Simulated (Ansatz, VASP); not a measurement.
One calculation of Au, two programs

INCAR

```
SYSTEM = Au
PREC = Accurate
ENCUT = 500
EDIFF = 1E-7
ISMEAR = 0
SIGMA = 0.1
LREAL = .False.
LASPH = .True.
NELM = 120
ALGO = Normal
ISIF = 3
LWAVE = .False.
LCHARG = .False.
GGA = PS
IBRION = 2
NSW = 90
EDIFFG = -0.04
GGA_COMPAT = .False.
NELMIN = 4
```

File KPOINTS:

```
Automatic mesh
0
Gamma
  8 8 8
  0 0 0
```

Contents of POSCAR:

```
Au
1.0
   -1.4584792887      1.4584792887      2.2188634728
    1.4584792887     -1.4584792887      2.2188634728
    1.4584792887      1.4584792887     -2.2188634728
Au
1
Direct
    0.0000000000      0.0000000000      0.0000000000
```

Input for Ansatz:

```yaml
crystal:
  lattice:
    - [-1.4584792887, 1.4584792887, 2.2188634728]
    - [1.4584792887, -1.4584792887, 2.2188634728]
    - [1.4584792887, 1.4584792887, -2.2188634728]
  atoms:
    - { symbol: Au, position: [0.0, 0.0, 0.0] }
basis:
  ecutwfc: 420
kpoints:
  mp_grid: { grid: [8, 8, 8] }
hamiltonian:
  xc: pbesol
scf:
  occupations: { method: gaussian, width: 0.1 }
  lower_state_search: "off"
output:
  forces: true
  stress: true
  eigenvalues: true
relax:
  adjacent_minimum: "off"
  f_tol: 0.04
  max_steps: 70
  cell: { stress_tol: 0.4 }
```

Alike in both runs: task relaxation of cell and atoms; functional PBEsol; k mesh 8 × 8 × 8; occupations gaussian, width 0.1 eV; no spin polarisation.

|  | VASP | Ansatz |
| --- | --- | --- |
| version | VASP 6.6.1 | Ansatz 0.2.0 |
| potentials or method | VASP PAW PBE potentials, release 64 (Au), cutoff 500 eV | scalar-relativistic, plane waves, PAW |
| valence electrons in the cell | 11 | 19 |

Ansatz gave:

```
gap on the k mesh at the Fermi level, each at its own relaxed structure (eV) : none
relaxed volume (Å³/atom)                                                     : 17.07
relaxed cell length with the largest relative difference (Å)                 : 2.945
```

Question: Estimate VASP's values.

Answer: gap on the k mesh at the Fermi level, each at its own relaxed structure (eV): none; relaxed volume (Å³/atom): 17.05; relaxed cell length with the largest relative difference (Å): 2.943.

VASP's potentials were made for PBE, not for PBEsol. A gap of «none» marks a metal or a gap that the smearing closes. VASP's potentials hold 11 valence electrons a cell and Ansatz's 19, so a difference there can come from the potentials and not from the codes.

The k mesh is coarse, so the values compare programs but aren't converged. Spin-orbit coupling is off throughout.
